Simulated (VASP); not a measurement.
Runs of VASP 6.6.1 on Sr2C. The structure is that of space group Fm-3m (No. 225), or close to it. The cells are those of the table. 

```csv
task,level,potentials or basis,cell,cutoff (eV),gap on the mesh (eV),pressure (GPa),relaxed volume (Å³/atom)
relaxation of cell and atoms,PBEsol,"VASP PAW PBE potentials, release 64 (C, Sr_sv)","relaxed from a = 4.766 Å, angles 60.0°, 3 atoms",600,none,0.0,(a)
relaxation of cell and atoms,LDA,"VASP PAW LDA potentials, release 64 (C, Sr_sv)","relaxed from a = 4.766 Å, angles 60.0°, 3 atoms",600,none,0.0,(c)
single point,PBE,"VASP PAW PBE potentials, release 64 (C, Sr_sv)","a = 4.752 Å, angles 60.0°, 3 atoms",520,none,(b),-
relaxation of cell and atoms,PBE,"VASP PAW PBE potentials, release 64 (C, Sr_sv)","relaxed from a = 4.358 Å, angles 60.0°, 3 atoms",600,none,0.0,25.70
single point,PBEsol,"VASP PAW PBE potentials, release 64 (C, Sr_sv)","a = 4.680 Å, angles 60.0°, 3 atoms",520,none,0.2,-
single point,r2SCAN,"VASP PAW PBE potentials, release 64 (C, Sr_sv)","a = 4.752 Å, angles 60.0°, 3 atoms",520,0.06,0.2,-
relaxation of cell and atoms,r2SCAN,"VASP PAW PBE potentials, release 64 (C, Sr_sv)","relaxed from a = 4.766 Å, angles 60.0°, 3 atoms",600,0.07,0.0,25.42
single point,LDA,"VASP PAW LDA potentials, release 64 (C, Sr_sv)","a = 4.607 Å, angles 60.0°, 3 atoms",520,none,0.3,-
```

Alike in all rows: no spin polarisation; k mesh 6 × 6 × 6; smearing fermi-dirac 0.02 eV.

Q: Estimate the missing entries.

A: (a) 24.31; (b) 0.6; (c) 23.20.

Caveats: the PAW data sets were made with another functional, which shifts forces and pressure a little (at least some runs); the volume moved by over 15 % at a fixed basis, so the end points are rough (at least some runs).

A k mesh can miss the band edges, and the runs leave out spin-orbit coupling on Sr.

A gap of «none» marks levels without a gap at the run's occupations.
